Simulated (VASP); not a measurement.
# Ge (I4_1/amd) in VASP: further runs, part 2 of 3

VASP 6.6.1. The steps go on from the part before.

## Step 3: Single point, PBE (strain -0.040 along x and y, -0.080 along z)

Contents of INCAR:

```
SYSTEM = Ge
PREC = Accurate ; ENCUT = 500
EDIFF = 1E-6 ; ISMEAR = 0
SIGMA = 0.15 ; LREAL = .FALSE.
LASPH = .TRUE. ; NELM = 120
ALGO = Normal ; ISIF = 2
LWAVE = .FALSE. ; LCHARG = .FALSE.
GGA = PE ; NBANDS = 21
GGA_COMPAT = .FALSE.
```

Contents of KPOINTS:

```
Automatic mesh
0
G
  14 14 14
  0 0 0
```

Contents of POSCAR:

```
Ge
1.0
    0.0000000000      2.7156192000      2.6024684000
    2.7156192000      0.0000000000      2.6024684000
    2.7156192000      2.7156192000      0.0000000000
Ge
2
Direct
    0.5000000000      0.5000000000      0.5000000000
    0.7500000000      0.7500000000      0.7500000000
```

Potentials or basis: VASP PAW PBE potentials, release 64 (Ge_d).

Launch:

```bash
$ cat potpaw_PBE.64/Ge_d/POTCAR > POTCAR
$ mpirun -np 1 vasp_std > vasp.out
```

OUTCAR:

```text
SYSTEM = Ge
   PREC = Accurate
   ENCUT = 500
   EDIFF = 1E-6
   ISMEAR = 0
   LREAL = .FALSE.
   LASPH = .TRUE.
   NELM = 120
   ISIF = 2
   GGA = PE

 ion  position               nearest neighbor table
   1  0.500  0.500  0.500-   2 2.32   2 2.32   2 2.32   2 2.32
   2  0.750  0.750  0.750-   1 2.32   1 2.32   1 2.32   1 2.32

  LATTYP: Found a body centered tetragonal cell.
 ALAT       =     3.8404655029
 C/A-ratio  =     1.3552879973

  Lattice vectors:

 A1 = (   0.0000000000,  -2.7156192000,  -2.6024684000)
 A2 = (   0.0000000000,   2.7156192000,  -2.6024684000)
 A3 = (   2.7156192000,   0.0000000000,   2.6024684000)

Analysis of symmetry for initial positions (statically):
=====================================================================
 Subroutine PRICEL returns:
 Original cell was already a primitive cell.

 Routine SETGRP: Setting up the symmetry group for a
 body centered tetragonal supercell.

 Subroutine GETGRP returns: Found 16 space group operations
 (whereof  8 operations were pure point group operations)
 out of a pool of 16 trial point group operations.

The static configuration has the point symmetry D_2d.
 The point group associated with its full space group is D_4h.

Analysis of symmetry for dynamics (positions and initial velocities):
=====================================================================
 Subroutine PRICEL returns:
 Original cell was already a primitive cell.

 Routine SETGRP: Setting up the symmetry group for a
 body centered tetragonal supercell.

 Subroutine GETGRP returns: Found 16 space group operations
 (whereof  8 operations were pure point group operations)
 out of a pool of 16 trial point group operations.

The dynamic configuration has the point symmetry D_2d.
 The point group associated with its full space group is D_4h.

 Subroutine INISYM returns: Found 16 space group operations
 (whereof  8 operations are pure point group operations),
 and found     1 'primitive' translations

----------------------------------------------------------------------------------------

                                     Primitive cell

  volume of cell :      38.3843

  direct lattice vectors                    reciprocal lattice vectors
     0.000000000  2.715619200  2.602468400    -0.184120071  0.184120071  0.192125292
     2.715619200  0.000000000  2.602468400     0.184120071 -0.184120071  0.192125292
     2.715619200  2.715619200  0.000000000     0.184120071  0.184120071 -0.192125292

  length of vectors
     3.761306876  3.761306876  3.840465503     0.323593153  0.323593153  0.323593153

  position of ions in fractional coordinates (direct lattice)
     0.500000000  0.500000000  0.500000000
     0.750000000  0.750000000  0.750000000

  ion indices of the primitive-cell ions
   primitive index   ion index
                 1           1
                 2           2

----------------------------------------------------------------------------------------

 KPOINTS: Automatic mesh

Automatic generation of k-mesh.
 Grid dimensions read from file:
 generate k-points for:   14   14   14

 Generating k-lattice:

  Cartesian coordinates                     Fractional coordinates (reciprocal lattice)
    -0.013151434  0.013151434  0.013723235     0.071428571  0.000000000  0.000000000
     0.013151434 -0.013151434  0.013723235     0.000000000  0.071428571  0.000000000
     0.013151434  0.013151434 -0.013723235    -0.000000000 -0.000000000  0.071428571

  Length of vectors
     0.023113797  0.023113797  0.023113797

  Shift w.r.t. Gamma in fractional coordinates (k-lattice)
     0.000000000  0.000000000  0.000000000

 Subroutine IBZKPT returns following result:
 ===========================================

 Found    244 irreducible k-points:

 Following reciprocal coordinates:
            Coordinates               Weight
  0.000000  0.000000  0.000000      1.000000
  0.071429 -0.000000  0.000000      8.000000
  0.142857 -0.000000  0.000000      8.000000
  0.214286  0.000000  0.000000      8.000000
  0.285714  0.000000  0.000000      8.000000
  0.357143  0.000000  0.000000      8.000000
[... 16 lines left out ...]
  0.214286  0.142857  0.000000      8.000000
  0.285714  0.142857  0.000000      8.000000
 [... further k-points ...]
   k-points           NKPTS =    244   k-points in BZ     NKDIM =    244   number of bands    NBANDS=     21
   number of dos      NEDOS =    301   number of ions     NIONS =      2
   total plane-waves  NPLWV =  21952
   dimension x,y,z NGX =    28 NGY =   28 NGZ =   28
   dimension x,y,z NGXF=    56 NGYF=   56 NGZF=   56
   ions per type =               2
   NGX,Y,Z   is equivalent  to a cutoff of  12.38, 12.38, 12.12 a.u.
   NGXF,Y,Z  is equivalent  to a cutoff of  24.75, 24.75, 24.24 a.u.
 SYSTEM =  Ge
   PREC   = accura    normal or accurate (medium, high low for compatibility)
   ISTART =      0    job   : 0-new  1-cont  2-samecut
   ICHARG =      2    charge: 1-file 2-atom 10-const
   ISPIN  =      1    spin polarized calculation?
   LNONCOLLINEAR =      F non collinear calculations
   LSORBIT =      F    spin-orbit coupling
   LASPH  =      T    aspherical Exc in radial PAW
   ENCUT  =  500.0 eV  36.75 Ry    6.06 a.u.   6.86  6.86  7.00*2*pi/ulx,y,z
   NELM   =    120;   NELMIN=  2; NELMDL= -5     # of ELM steps
   EDIFF  = 0.1E-05   stopping-criterion for ELM
   LREAL  =      F    real-space projection
   EDIFFG = 0.1E-04   stopping-criterion for IOM
   NSW    =      0    number of steps for IOM
   IBRION =     -1    ionic relax: 0-MD 1-quasi-New 2-CG
   NFREE  =      0    steps in history (QN), initial steepest desc. (CG)
   ISIF   =      2    stress and relaxation
   ISYM   =      2    0-nonsym 1-usesym 2-fastsym
   POTIM  = 0.5000    time-step for ionic-motion
   TEBEG  =    0.0;   TEEND  =   0.0 temperature during run
   PSTRESS=    0.0 pullay stress
   NELECT =      28.0000    total number of electrons
   NUPDOWN=      -1.0000    fix difference up-down
   EMIN   =  10.00;   EMAX   =-10.00  energy-range for DOS
   EFERMI =   0.00;   METHOD = LEGACY
   ISMEAR =     0;   SIGMA  =   0.15  broadening in eV -4-tet -1-fermi 0-gaus
   EFERMI_NEDOS =   21; number of points for ismear=-14 and -15
   IALGO  =     38    algorithm
   IMIX   =      4    mixing-type and parameters
     AMIX     =   0.40;   BMIX     =  1.00
     AMIX_MAG =   1.60;   BMIX_MAG =  1.00
  volume/ion in A,a.u.               =      19.19       129.51
  Fermi-wavevector in a.u.,A,eV,Ry     =   1.473702  2.784894 29.549114  2.171799
  Thomas-Fermi vector in A             =   2.588563
   LORBIT       =      0    0 simple, 1 ext, 2 COOP (PROOUT), +10 PAW based schemes
   GGA     = PE    functional components
   LHFCALC =     F    Hartree Fock is set to
   AEXX    =    0.0000 exact exchange contribution
   IVDW    =     0    specifies the selected vdW correction
   LEPSILON=     F    determine dielectric tensor
   LRPA    =     F    only Hartree local field effects (RPA)
 non-spin polarized calculation
 Gauss-broadening in eV      SIGMA  =   0.15
  energy-cutoff  :      500.00
  volume of cell :       38.38
 maximum number of plane-waves:       994
   NGX = 13   NGY = 13   NGZ = 13

 number of electron      27.9999999 magnetization

 Free energy of the ion-electron system (eV)
  ---------------------------------------------------
  ext. energy  EPLUGINS =         0.00000000
  ---------------------------------------------------
  free energy    TOTEN  =        -8.50696033 eV

  energy without entropy =       -8.50637984  energy(sigma->0) =       -8.50667009

 E-fermi :   6.8252     XC(G=0): -10.7386

 val. band max:        6.8077676624   @ k =   0.3571   0.3571   0.0000
 cond. band min:       6.9854330261   @ k =   0.5000   0.5000   0.0000
 fundamental gap:      0.1776653637
 Fermi energy:         6.8251592953

 k-point     1 :       0.0000    0.0000    0.0000
  band No.  band energies     occupation
      1     -18.3939      2.00000
      2     -18.3750      2.00000
      3     -18.3750      2.00000
      4     -18.3364      2.00000
      5     -18.3247      2.00000
      6     -18.0219      2.00000
[... 13 lines left out ...]
     20      16.2143      0.00000
     21      17.0793      0.00000

 k-point     2 :       0.0714   -0.0000    0.0000
  band No.  band energies     occupation
      1     -18.3964      2.00000
      2     -18.3809      2.00000
      3     -18.3766      2.00000
      4     -18.3281      2.00000
      5     -18.3179      2.00000
      6     -18.0263      2.00000
[... 520 lines left out ...]
 k-point    24 :       0.2857    0.1429    0.0000
  band No.  band energies     occupation
      1     -18.4183      2.00000
      2     -18.3956      2.00000
      3     -18.3688      2.00000
      4     -18.2896      2.00000
      5     -18.2557      2.00000
      6     -18.0958      2.00000
[... 13 lines left out ...]
     20      16.6834      0.00000
     21      16.9062      0.00000

 [... further k-points ...]
[... 5 lines left out ...]
  --------------------------------------------------------------------------------------
  -------------------------------------------------------------------------------------
  Total        4.9771419      4.9771419      5.6072260      0.0000000     -0.0000000      0.0000000
  in kB      207.7482652    207.7482652    234.0482731      0.0000000     -0.0000000      0.0000000
  external PRESSURE =     216.5149345 kB  Pullay stress =       0.0000000 kB

 VOLUME and BASIS-vectors are now :
 -----------------------------------------------------------------------------
  energy-cutoff  :      500.00
  volume of cell :       38.38
      direct lattice vectors                 reciprocal lattice vectors
     0.000000000  2.715619200  2.602468400    -0.184120071  0.184120071  0.192125292
     2.715619200  0.000000000  2.602468400     0.184120071 -0.184120071  0.192125292
     2.715619200  2.715619200  0.000000000     0.184120071  0.184120071 -0.192125292

 POSITION                                       TOTAL-FORCE (eV/Angst)
 -----------------------------------------------------------------------------------
      2.71562      2.71562      2.60247        -0.000000     -0.000000     -0.000000
      4.07343      4.07343      3.90370         0.000000      0.000000      0.000000
 -----------------------------------------------------------------------------------
    total drift:                                0.000000      0.000000      0.000000

  FREE ENERGIE OF THE ION-ELECTRON SYSTEM (eV)
  ---------------------------------------------------
  free  energy   TOTEN  =        -8.5069603340 eV

  energy  without entropy=       -8.5063798413  energy(sigma->0) =       -8.50667009
```

OSZICAR:

```text
N       E                     dE             d eps       ncg     rms          rms(c)
DAV:   1     0.185887636108E+03    0.18589E+03   -0.14118E+04 11712   0.377E+03
DAV:   2     0.168911278843E+02   -0.16900E+03   -0.16314E+03 10288   0.605E+02
DAV:   3    -0.789861140206E+01   -0.24790E+02   -0.24619E+02 11588   0.138E+02
DAV:   4    -0.864542960996E+01   -0.74682E+00   -0.74637E+00 11789   0.284E+01
DAV:   5    -0.865646771049E+01   -0.11038E-01   -0.11038E-01 11586   0.371E+00    0.399E+00
DAV:   6    -0.855525481829E+01    0.10121E+00   -0.32375E-02 13049   0.125E+00    0.235E+00
DAV:   7    -0.850513936960E+01    0.50115E-01   -0.71525E-02 12590   0.202E+00    0.157E-01
DAV:   8    -0.850679520399E+01   -0.16558E-02   -0.55559E-03 11428   0.630E-01    0.461E-02
DAV:   9    -0.850695990019E+01   -0.16470E-03   -0.20212E-04 11663   0.865E-02    0.160E-02
DAV:  10    -0.850696033396E+01   -0.43377E-06   -0.54073E-06  9950   0.256E-02
   1 F= -.85069603E+01 E0= -.85066701E+01  d E =-.580493E-03
```

stdout:

```text
POSCAR found type information on POSCAR Ge
 POSCAR found :  1 types and       2 ions
 scaLAPACK will be used
 LDA part: xc-table for (Slater+PW92), standard interpolation
 POSCAR, INCAR and KPOINTS ok, starting setup
 FFT: planning ... GRIDC
 FFT: planning ... GRID_SOFT
 FFT: planning ... GRID
 WAVECAR not read
 entering main loop
```

Wall time 49 s (1 thread of Intel Xeon 6975P-C (Granite Rapids), shared host); peak memory 0.26 GiB.

What came out:

```
Free energy            : -8.5070 eV
Pressure               : 21.7 GPa
Band gap on the k mesh : zero (band 14 reaches 6.99 eV, above the bottom of band 15 at 6.77 eV)
```

Stress tensor (GPa, compression positive):
```
20.77  0.00  0.00
 0.00 20.77  0.00
 0.00  0.00 23.40
```

Caveat: the cell differs from its parent crystal (strain -0.040 along x and y, -0.080 along z).

(Part 2 of 3 ends here.)
